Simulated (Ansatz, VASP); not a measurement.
**YPtC2N2: VASP beside Ansatz**

INCAR

```
ALGO = Normal
EDIFF = 1E-6
ENCUT = 520
GGA = PE
ISIF = 2
ISMEAR = 0
LASPH = T
LCHARG = F
LREAL = F
LWAVE = F
NBANDS = 28
NELM = 80
PREC = Accurate
SIGMA = 0.1
```

File KPOINTS:

```
k-points
0
Gamma
  4 4 2
```

POSCAR

```
YPtC2N2
1.0
    4.0106556500      0.0000000000      0.0000000000
    1.5631786000      4.2708007500      0.0000000000
    0.6409011200      1.9738302200      8.3650286000
Y Pt C N
1 1 2 2
Direct
    0.5000000000      0.5000000000      0.5000000000
    0.0000000000      0.0000000000      0.0000000000
    0.1809514800      0.8190485200      0.8190485200
    0.8190485200      0.1809514800      0.1809514800
    0.2913913500      0.7086086500      0.7086086500
    0.7086086500      0.2913913500      0.2913913500
```

Input for Ansatz:

```yaml
crystal:
  lattice:
    - [4.01065565, 0.0, 0.0]
    - [1.5631786, 4.27080075, 0.0]
    - [0.64090112, 1.97383022, 8.3650286]
  atoms:
    - { symbol: "Y", position: [0.5, 0.5, 0.5] }
    - { symbol: Pt, position: [0.0, 0.0, 0.0] }
    - { symbol: C, position: [0.18095148, 0.81904852, 0.81904852] }
    - { symbol: C, position: [0.81904852, 0.18095148, 0.18095148] }
    - { symbol: "N", position: [0.29139135, 0.70860865, 0.70860865] }
    - { symbol: "N", position: [0.70860865, 0.29139135, 0.29139135] }
basis:
  ecutwfc: 420
kpoints:
  mp_grid: { grid: [4, 4, 2] }
hamiltonian:
  xc: pbe
scf:
  occupations: { method: gaussian, width: 0.1 }
  lower_state_search: "off"
output:
  forces: true
  stress: true
  eigenvalues: true
```

Alike in both runs: task single point; functional PBE; k mesh 4 × 4 × 2; occupations gaussian, width 0.1 eV; no spin polarisation.

|  | VASP | Ansatz |
| --- | --- | --- |
| version | VASP 6.6.1 | Ansatz 0.2.0 |
| potentials or method | VASP PAW PBE potentials, release 64 (Y_sv, Pt, C, N), cutoff 520 eV | scalar-relativistic, plane waves, PAW |
| valence electrons in the cell | 39 | 47 |

|  | VASP | Ansatz | Ansatz less VASP |
| --- | --- | --- | --- |
| gap on the k mesh at the Fermi level (eV) | none | none | - |
| pressure (GPa) | 1.7 | 1.5 | -0.23 |
| traceless stress, the component that is largest in VASP (GPa) | 4.56 | 4.15 | -0.410 |
| rms of the force components (eV/Å) | 1.203 | 1.032 | -0.1717 |

Atom by atom the forces differ by 0.173 eV/Å (rms over components). A gap of «none» marks a metal or a gap that the smearing closes. VASP's potentials hold 39 valence electrons a cell and Ansatz's 47, so a difference there can come from the potentials and not from the codes.

The k mesh is coarse, so the values compare programs but aren't converged. Spin-orbit coupling is off throughout. Noted on VASP's run: the standard files for N, O and F lose accuracy on very short bonds.
